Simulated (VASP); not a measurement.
Wanted: the native input for a VASP 6.6.1 run.

| Quantity | Value |
| --- | --- |
| Task | single point |
| Functional | PBEsol |
| Potentials or basis | VASP PAW PBE potentials, release 64 (Sn_d) |
| Cutoff | 520 eV |
| k mesh | 11 × 11 × 11 |
| Occupations | methfessel-paxton, width 0.1 eV |
| Spin | no spin polarisation |
| Dipole correction | no |
| Further INCAR settings | ALGO = Normal; EDIFF = 1e-06; NBANDS = 13 |

The structure of Sn lies in POSCAR:

```
Sn
1.0
   -1.7265390000      1.7755470000      2.3383420000
    1.7265390000     -1.7755470000      2.3383420000
    1.7265390000      1.7755470000     -2.3383420000
Sn
1
Direct
    0.0000000000      0.0000000000      0.0000000000
```

One way to write it, as run:

INCAR

```
SYSTEM = Sn
  PREC = Accurate
  ENCUT = 520
  EDIFF = 1E-6
  ISMEAR = 1
  SIGMA = 0.1
  LREAL = .False.
  LASPH = .True.
  NELM = 60
  ALGO = Normal
  ISIF = 2
  LWAVE = .False.
  LCHARG = .False.
  GGA = PS
  NBANDS = 13
```

KPOINTS

```
regular mesh
0
Gamma
  11 11 11
  0 0 0
```

Potentials or basis: VASP PAW PBE potentials, release 64 (Sn_d).

The run is started by

```sh
$ cat potpaw_PBE.64/Sn_d/POTCAR > POTCAR
$ mpirun -np 1 vasp_std > vasp.out
```

Results of the run:

```
Pressure               : -3.6 GPa
Band gap on the k mesh : zero (bands 7 and 8 overlap by 8.79 eV)
```

Caveat: the cell stands under tension; the PAW data sets were made with another functional, which shifts forces and pressure a little; spin-orbit coupling is left out, which moves the levels of the heavy elements.

Wall time 120 s on 1 thread of Intel Xeon 8259CL, on a shared host, peak memory 0.21 GiB.
